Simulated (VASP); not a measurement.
# Ir (Fm-3m) in VASP: further runs

Ir is run at these levels: r2SCAN; tasks: single point.

Program: VASP 6.6.1. These are calculated values, not measurements. Logs are shortened: lines on timing, memory, paths and dates and some standing lists are left out, and cuts for length are marked.

## (1) The cell of the first run

The structure is cubic, space group Fm-3m (No. 225). The conventional cell has a = 3.844 Å, b = 3.844 Å, c = 3.844 Å, α = 90.00°, β = 90.00°, γ = 90.00°. Ir (site symmetry m-3m) has 12 Ir at 2.72 Å within 3.6 Å.

## (2) Single point, r2SCAN

Input file POSCAR:

```
Ir
1.0
    0.0000000000      1.9220887788      1.9220887788
    1.9220887788      0.0000000000      1.9220887788
    1.9220887788      1.9220887788      0.0000000000
Ir
1
Direct
    0.0000000000      0.0000000000      0.0000000000
```

Input file INCAR.step1:

```
  PREC = Accurate
  ENCUT = 520
  ISMEAR = 0
  SIGMA = 0.1
  LREAL = False
  LASPH = True
  NELM = 100
  NBANDS = 10
  GGA = PE
  ALGO = Normal
  EDIFF = 1E-4
  LWAVE = True
  LCHARG = False
```

Input file INCAR.step2:

```
  PREC = Accurate
  ENCUT = 520
  EDIFF = 1E-7
  ISMEAR = 0
  SIGMA = 0.1
  LREAL = False
  LASPH = True
  NELM = 100
  ALGO = Normal
  ISIF = 2
  LWAVE = False
  LCHARG = True
  METAGGA = R2SCAN
  LMIXTAU = True
  LELF = True
  LVHAR = True
  NBANDS = 10
  ISTART = 1
```

Input file KPOINTS:

```
regular mesh
0
Gamma
  18 18 18
```

Potentials or basis: VASP PAW PBE potentials, release 64 (Ir).

Started as:

```bash
$ cat potpaw_PBE.64/Ir/POTCAR > POTCAR
$ cp INCAR.step1 INCAR
$ mpirun -np 1 vasp_std > vasp.out
$ cp INCAR.step2 INCAR
$ mpirun -np 1 vasp_std > vasp.out
```

OUTCAR:

```text
PREC = Accurate
   ENCUT = 520
   EDIFF = 1E-7
   ISMEAR = 0
   LREAL = False
   LASPH = True
   NELM = 100
   ISIF = 2
   METAGGA = R2SCAN
   ISTART = 1

 ion  position               nearest neighbor table
   1  0.000  0.000  0.000-

  LATTYP: Found a face centered cubic cell.
 ALAT       =     3.8441775576

  Lattice vectors:

 A1 = (   0.0000000000,   1.9220887788,   1.9220887788)
 A2 = (   1.9220887788,   0.0000000000,   1.9220887788)
 A3 = (   1.9220887788,   1.9220887788,   0.0000000000)

Analysis of symmetry for initial positions (statically):
=====================================================================
 Subroutine PRICEL returns:
 Original cell was already a primitive cell.

 Routine SETGRP: Setting up the symmetry group for a
 face centered cubic supercell.

 Subroutine GETGRP returns: Found 48 space group operations
 (whereof 48 operations were pure point group operations)
 out of a pool of 48 trial point group operations.

The static configuration has the point symmetry O_h .

Analysis of symmetry for dynamics (positions and initial velocities):
=====================================================================
 Subroutine PRICEL returns:
 Original cell was already a primitive cell.

 Routine SETGRP: Setting up the symmetry group for a
 face centered cubic supercell.

 Subroutine GETGRP returns: Found 48 space group operations
 (whereof 48 operations were pure point group operations)
 out of a pool of 48 trial point group operations.

The dynamic configuration has the point symmetry O_h .

 Subroutine INISYM returns: Found 48 space group operations
 (whereof 48 operations are pure point group operations),
 and found     1 'primitive' translations

----------------------------------------------------------------------------------------

                                     Primitive cell

  volume of cell :      14.2020

  direct lattice vectors                    reciprocal lattice vectors
     0.000000000  1.922088779  1.922088779    -0.260133666  0.260133666  0.260133666
     1.922088779  0.000000000  1.922088779     0.260133666 -0.260133666  0.260133666
     1.922088779  1.922088779  0.000000000     0.260133666  0.260133666 -0.260133666

  length of vectors
     2.718244019  2.718244019  2.718244019     0.450564726  0.450564726  0.450564726

  position of ions in fractional coordinates (direct lattice)
     0.000000000  0.000000000  0.000000000

  ion indices of the primitive-cell ions
   primitive index   ion index
                 1           1

----------------------------------------------------------------------------------------

 KPOINTS: regular mesh

Automatic generation of k-mesh.
 Grid dimensions read from file:
 generate k-points for:   18   18   18

 Generating k-lattice:

  Cartesian coordinates                     Fractional coordinates (reciprocal lattice)
    -0.014451870  0.014451870  0.014451870     0.055555556  0.000000000  0.000000000
     0.014451870 -0.014451870  0.014451870     0.000000000  0.055555556  0.000000000
     0.014451870  0.014451870 -0.014451870     0.000000000  0.000000000  0.055555556

  Length of vectors
     0.025031374  0.025031374  0.025031374

  Shift w.r.t. Gamma in fractional coordinates (k-lattice)
     0.000000000  0.000000000  0.000000000

 Subroutine IBZKPT returns following result:
 ===========================================

 Found    195 irreducible k-points:

 Following reciprocal coordinates:
            Coordinates               Weight
  0.000000  0.000000  0.000000      1.000000
  0.055556  0.000000  0.000000      8.000000
  0.111111  0.000000  0.000000      8.000000
  0.166667  0.000000  0.000000      8.000000
  0.222222  0.000000  0.000000      8.000000
  0.277778  0.000000  0.000000      8.000000
[... 16 lines left out ...]
 -0.277778  0.055556  0.000000     24.000000
 -0.222222  0.055556  0.000000     24.000000
 [... further k-points ...]
   k-points           NKPTS =    195   k-points in BZ     NKDIM =    195   number of bands    NBANDS=     10
   number of dos      NEDOS =    301   number of ions     NIONS =      1
   total plane-waves  NPLWV =   8000
   dimension x,y,z NGX =    20 NGY =   20 NGZ =   20
   dimension x,y,z NGXF=    40 NGYF=   40 NGZF=   40
   ions per type =               1
   NGX,Y,Z   is equivalent  to a cutoff of  12.23, 12.23, 12.23 a.u.
   NGXF,Y,Z  is equivalent  to a cutoff of  24.46, 24.46, 24.46 a.u.
 SYSTEM =  unknown system
   PREC   = accura    normal or accurate (medium, high low for compatibility)
   ISTART =      1    job   : 0-new  1-cont  2-samecut
   ICHARG =      0    charge: 1-file 2-atom 10-const
   ISPIN  =      1    spin polarized calculation?
   LNONCOLLINEAR =      F non collinear calculations
   LSORBIT =      F    spin-orbit coupling
   LASPH  =      T    aspherical Exc in radial PAW
   ENCUT  =  520.0 eV  38.22 Ry    6.18 a.u.   5.05  5.05  5.05*2*pi/ulx,y,z
   NELM   =    100;   NELMIN=  2; NELMDL=  0     # of ELM steps
   EDIFF  = 0.1E-06   stopping-criterion for ELM
   LREAL  =      F    real-space projection
   EDIFFG = 0.1E-05   stopping-criterion for IOM
   NSW    =      0    number of steps for IOM
   IBRION =     -1    ionic relax: 0-MD 1-quasi-New 2-CG
   NFREE  =      0    steps in history (QN), initial steepest desc. (CG)
   ISIF   =      2    stress and relaxation
   ISYM   =      2    0-nonsym 1-usesym 2-fastsym
   POTIM  = 0.5000    time-step for ionic-motion
   TEBEG  =    0.0;   TEEND  =   0.0 temperature during run
   PSTRESS=    0.0 pullay stress
   NELECT =       9.0000    total number of electrons
   NUPDOWN=      -1.0000    fix difference up-down
   EMIN   =  10.00;   EMAX   =-10.00  energy-range for DOS
   EFERMI =   0.00;   METHOD = LEGACY
   ISMEAR =     0;   SIGMA  =   0.10  broadening in eV -4-tet -1-fermi 0-gaus
   EFERMI_NEDOS =   21; number of points for ismear=-14 and -15
   IALGO  =     38    algorithm
   IMIX   =      4    mixing-type and parameters
     AMIX     =   0.40;   BMIX     =  1.00
     AMIX_MAG =   1.60;   BMIX_MAG =  1.00
  volume/ion in A,a.u.               =      14.20        95.84
  Fermi-wavevector in a.u.,A,eV,Ry     =   1.406173  2.657283 26.903123  1.977324
  Thomas-Fermi vector in A             =   2.528560
   LORBIT       =      0    0 simple, 1 ext, 2 COOP (PROOUT), +10 PAW based schemes
   METAGGA = R2SCAN    functional components
   LHFCALC =     F    Hartree Fock is set to
   AEXX    =    0.0000 exact exchange contribution
   IVDW    =     0    specifies the selected vdW correction
   LEPSILON=     F    determine dielectric tensor
   LRPA    =     F    only Hartree local field effects (RPA)
 non-spin polarized calculation
 Gauss-broadening in eV      SIGMA  =   0.10
  energy-cutoff  :      520.00
  volume of cell :       14.20
 maximum number of plane-waves:       392
   NGX = 11   NGY = 11   NGZ = 11

 number of electron       9.0000000 magnetization

 Free energy of the ion-electron system (eV)
  ---------------------------------------------------
  ext. energy  EPLUGINS =         0.00000000
  ---------------------------------------------------
  free energy    TOTEN  =       -52.36970358 eV

  energy without entropy =      -52.36473004  energy(sigma->0) =      -52.36721681

 E-fermi :  10.1550     XC(G=0): -15.3013

 val. band max:       10.1438509042   @ k =   0.3333   0.1111   0.0556
 cond. band min:      10.1575314772   @ k =   0.5000   0.2222   0.1111
 fundamental gap:      0.0136805730
 Fermi energy:        10.1550169480

 k-point     1 :       0.0000    0.0000    0.0000
  band No.  band energies     occupation
      1      -1.3767      2.00000
      2       6.1335      2.00000
      3       6.1335      2.00000
      4       6.1335      2.00000
      5       8.8280      2.00000
      6       8.8280      2.00000
      7      25.2195      0.00000
      8      31.0604      0.00000
      9      31.0604      0.00000
     10      31.0604      0.00000

 k-point     2 :       0.0556    0.0000    0.0000
  band No.  band energies     occupation
      1      -1.2335      2.00000
      2       6.0561      2.00000
      3       6.1958      2.00000
      4       6.1958      2.00000
      5       8.7882      2.00000
      6       8.7882      2.00000
      7      25.4644      0.00000
      8      30.3184      0.00000
      9      31.2914      0.00000
     10      31.2914      0.00000

 k-point     3 :       0.1111    0.0000    0.0000
  band No.  band energies     occupation
      1      -0.8187      2.00000
      2       5.8576      2.00000
      3       6.3582      2.00000
      4       6.3582      2.00000
      5       8.7024      2.00000
      6       8.7024      2.00000
      7      26.1360      0.00000
      8      28.8241      0.00000
      9      31.9622      0.00000
     10      31.9622      0.00000

 k-point     4 :       0.1667    0.0000    0.0000
  band No.  band energies     occupation
      1      -0.1835      2.00000
      2       5.6331      2.00000
      3       6.5367      2.00000
      4       6.5367      2.00000
      5       8.6755      2.00000
      6       8.6755      2.00000
      7      26.9275      0.00000
      8      27.2964      0.00000
      9      33.0063      0.00000
     10      33.0063      0.00000

 k-point     5 :       0.2222    0.0000    0.0000
  band No.  band energies     occupation
      1       0.5612      2.00000
      2       5.5371      2.00000
      3       6.6012      2.00000
      4       6.6012      2.00000
      5       8.8559      2.00000
      6       8.8559      2.00000
      7      25.5349      0.00000
      8      27.6815      0.00000
      9      34.2875      0.00000
     10      34.2875      0.00000

 k-point     6 :       0.2778    0.0000    0.0000
  band No.  band energies     occupation
      1       1.2207      2.00000
      2       5.7848      2.00000
      3       6.5036      2.00000
      4       6.5036      2.00000
      5       9.2921      2.00000
      6       9.2921      2.00000
      7      23.8462      0.00000
      8      27.3934      0.00000
      9      35.0912      0.00000
     10      35.0912      0.00000
[... 183 lines left out ...]
 k-point    21 :      -0.3889    0.0556    0.0000
  band No.  band energies     occupation
      1       1.8667      2.00000
      2       6.0166      2.00000
      3       6.1745      2.00000
      4       7.7836      2.00000
      5      10.3606      0.00364
      6      11.2470      0.00000
      7      19.4678      0.00000
      8      25.5585      0.00000
      9      30.9027      0.00000
     10      32.3158      0.00000

 k-point    22 :      -0.3333    0.0556    0.0000
  band No.  band energies     occupation
      1       1.7982      2.00000
      2       6.1925      2.00000
      3       6.3330      2.00000
      4       6.6831      2.00000
      5       9.7276      2.00000
      6      10.6568      0.00000
      7      21.4006      0.00000
      8      26.2985      0.00000
      9      31.8076      0.00000
     10      33.9772      0.00000

 k-point    23 :      -0.2778    0.0556    0.0000
  band No.  band energies     occupation
      1       1.5117      2.00000
      2       5.8032      2.00000
      3       6.4222      2.00000
      4       6.5289      2.00000
      5       9.0763      2.00000
      6      10.0178      1.94764
      7      23.3432      0.00000
      8      27.2560      0.00000
      9      32.8711      0.00000
     10      35.1091      0.00000

 k-point    24 :      -0.2222    0.0556    0.0000
  band No.  band energies     occupation
      1       0.9240      2.00000
      2       5.4388      2.00000
      3       6.5843      2.00000
      4       6.6802      2.00000
      5       8.5604      2.00000
      6       9.4475      2.00000
      7      25.1015      0.00000
      8      27.8586      0.00000
      9      33.1870      0.00000
     10      34.5723      0.00000

 [... further k-points ...]
[... 5 lines left out ...]
  --------------------------------------------------------------------------------------
  -------------------------------------------------------------------------------------
  Total        0.2198487      0.2198487      0.2198487      0.0000000      0.0000000     -0.0000000
  in kB       24.8018561     24.8018561     24.8018561      0.0000000      0.0000000     -0.0000000
  external PRESSURE =      24.8018561 kB  Pullay stress =       0.0000000 kB

 VOLUME and BASIS-vectors are now :
 -----------------------------------------------------------------------------
  energy-cutoff  :      520.00
  volume of cell :       14.20
      direct lattice vectors                 reciprocal lattice vectors
     0.000000000  1.922088779  1.922088779    -0.260133666  0.260133666  0.260133666
     1.922088779  0.000000000  1.922088779     0.260133666 -0.260133666  0.260133666
     1.922088779  1.922088779  0.000000000     0.260133666  0.260133666 -0.260133666

 POSITION                                       TOTAL-FORCE (eV/Angst)
 -----------------------------------------------------------------------------------
      0.00000      0.00000      0.00000        -0.000000      0.000000     -0.000000
 -----------------------------------------------------------------------------------
    total drift:                                0.000000     -0.000000     -0.000000

  FREE ENERGIE OF THE ION-ELECTRON SYSTEM (eV)
  ---------------------------------------------------
  free  energy   TOTEN  =       -52.3697035773 eV

  energy  without entropy=      -52.3647300422  energy(sigma->0) =      -52.36721681
```

It took 63 s on 1 thread of Intel Xeon Platinum 8488C (Sapphire Rapids), shared host; peak memory 0.15 GiB.

What came out:

```
Free energy : -52.3697 eV
Pressure    : 2.5 GPa
```

Caveat: the PAW data sets were made with another functional, which shifts forces and pressure a little; spin-orbit coupling is left out, which moves the levels of the heavy elements.

## (3) Single point, r2SCAN

POSCAR is that of step 2.

Input file INCAR.step1:

```
  PREC = Accurate
  ENCUT = 550
  ISMEAR = 0
  SIGMA = 0.1
  LREAL = False
  LASPH = True
  NELM = 120
  NBANDS = 14
  GGA = PE
  ALGO = Normal
  EDIFF = 1E-5
  LWAVE = True
  LCHARG = False
  GGA_COMPAT = False
```

Input file INCAR.step2:

```
  PREC = Accurate
  ENCUT = 550
  EDIFF = 1E-6
  ISMEAR = 0
  SIGMA = 0.1
  LREAL = False
  LASPH = True
  NELM = 120
  ALGO = Normal
  ISIF = 2
  LWAVE = False
  LCHARG = True
  METAGGA = R2SCAN
  LMIXTAU = True
  LELF = True
  LVHAR = True
  NBANDS = 14
  ISTART = 1
  GGA_COMPAT = False
```

KPOINTS is that of step 2.

Potentials or basis: VASP PAW PBE potentials, release 64 (Ir_sv_GW).

Started as:

```bash
$ cat potpaw_PBE.64/Ir_sv_GW/POTCAR > POTCAR
$ cp INCAR.step1 INCAR
$ mpirun -np 1 vasp_std > vasp.out
$ cp INCAR.step2 INCAR
$ mpirun -np 1 vasp_std > vasp.out
```

Run time: 59 s. Hardware: 1 thread of Intel Xeon 6975P-C (Granite Rapids), shared host; peak memory 0.18 GiB.

The run converged. Its results:

```yaml
Free_energy: -52.9077 eV
Pressure: -2.2 GPa
```

Levels at points of the mesh, in eV from the Fermi level:
| k point | band 5 | band 6 | band 7 | band 8 | band 9 | band 10 | band 11 | band 12 |
| --- | --- | --- | --- | --- | --- | --- | --- | --- |
| (0.00, 0.00, 0.00) | -11.50 | -4.01 | -4.01 | -4.01 | -1.32 | -1.32 | 14.24 | 20.01 |
| (0.50, 0.00, 0.00) | -8.40 | -4.17 | -4.17 | -0.73 | 0.89 | 0.89 | 7.62 | 13.99 |
| (0.50, 0.50, 0.00) | -8.19 | -7.61 | 0.80 | 1.53 | 1.53 | 1.72 | 11.04 | 12.00 |

Caveat: the PAW data sets were made with another functional, which shifts forces and pressure a little; spin-orbit coupling is left out, which moves the levels of the heavy elements.
